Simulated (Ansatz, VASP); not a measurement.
**One calculation of Zn, two programs**

```xyz
2
Lattice="2.7111 0.0000 0.0000 -1.3556 2.3479 0.0000 0.0000 0.0000 4.3751" Properties=species:S:1:pos:R:3 pbc="T T T"
Zn    0.0000    1.5653    1.0938
Zn    1.3556    0.7826    3.2813
```

Alike in both runs: functional PBEsol; k mesh 12 × 12 × 6; occupations gaussian, width 0.1 eV; no spin polarisation.

Ansatz relaxed the structure, and its values are those at the end. VASP's run is a single point on that final structure, the one shown.

|  | VASP | Ansatz |
| --- | --- | --- |
| version | VASP 6.6.1 | Ansatz 0.2.0 |
| potentials or method | VASP PAW PBE potentials, release 64 (Zn), cutoff 520 eV | scalar-relativistic, plane waves, PAW |
| valence electrons in the cell | 24 | 24 |

|  | VASP | Ansatz | Ansatz less VASP |
| --- | --- | --- | --- |
| gap on the k mesh at the Fermi level (eV) | none | none | - |
| pressure (GPa) | 0.5 | 0.0 | -0.52 |

VASP's potentials were made for PBE, not for PBEsol. A gap of «none» marks a metal or a gap that the smearing closes. The functional is the same, so the differences come from potentials, cutoffs and numerics.
